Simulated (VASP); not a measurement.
Input of a VASP 6.6.1 run:

The input INCAR:

```
SYSTEM = Si
PREC     = Accurate       ! precision mode
ENCUT    = 600            ! plane-wave cutoff, eV
EDIFF    = 1E-6           ! SCF threshold, eV
ISMEAR   = 0              ! smearing method
SIGMA    = 0.1            ! smearing width, eV
LREAL    = .False.        ! projectors in reciprocal space
LASPH    = .True.         ! aspherical terms in the spheres
NELM     = 100            ! most SCF steps
ALGO     = Normal         ! electronic algorithm
ISIF     = 3              ! what is computed and relaxed
LWAVE    = .False.        ! write WAVECAR
LCHARG   = .False.        ! write CHGCAR
GGA      = PE             ! functional
IBRION   = 2              ! ionic algorithm
NSW      = 90             ! ionic steps
EDIFFG   = -0.04          ! ionic threshold
```

Contents of KPOINTS:

```
Automatic mesh
0
Gamma
  4 4 4
  0 0 0
```

Contents of POSCAR:

```
Si
1.0
   -3.6252448200      3.6252448200      3.6252448200
    3.6252448200     -3.6252448200      3.6252448200
    3.6252448200      3.6252448200     -3.6252448200
Si
12
Direct
    0.1250000000      0.7500000000      0.8750000000
    0.7500000000      0.3750000000      0.6250000000
    0.6250000000      0.3750000000      0.2500000000
    0.7500000000      0.8750000000      0.1250000000
    0.1250000000      0.8750000000      0.2500000000
    0.2500000000      0.1250000000      0.8750000000
    0.8750000000      0.1250000000      0.7500000000
    0.3750000000      0.6250000000      0.7500000000
    0.3750000000      0.2500000000      0.6250000000
    0.8750000000      0.2500000000      0.1250000000
    0.2500000000      0.6250000000      0.3750000000
    0.6250000000      0.7500000000      0.3750000000
```

Potentials or basis: VASP PAW PBE potentials, release 64 (Si).

The run is started by

```bash
$ cat potpaw_PBE.64/Si/POTCAR > POTCAR
$ mpirun -np 1 vasp_std > vasp.out
```

**Question.** What does it give for the space group after relaxing (to 0.1 Å)?

**Answer.** Ia-3d (No. 230).

**Question.** What does it give for the band gap on the k mesh?

**Answer.** 0.39 eV.

**Question.** Estimate the relaxed cell.

**Answer.** a = 6.739 Å, b = 6.739 Å, c = 6.739 Å, α = 109.47°, β = 109.47°, γ = 109.47°.

Final structure:
```
CELL_PARAMETERS angstrom
-3.89082 3.89082 3.89082
3.89082 -3.89082 3.89082
3.89082 3.89082 -3.89082
ATOMIC_POSITIONS crystal
Si 0.12500 0.75000 0.87500
Si 0.75000 0.37500 0.62500
Si 0.62500 0.37500 0.25000
Si 0.75000 0.87500 0.12500
Si 0.12500 0.87500 0.25000
Si 0.25000 0.12500 0.87500
Si 0.87500 0.12500 0.75000
Si 0.37500 0.62500 0.75000
Si 0.37500 0.25000 0.62500
Si 0.87500 0.25000 0.12500
Si 0.25000 0.62500 0.37500
Si 0.62500 0.75000 0.37500
```
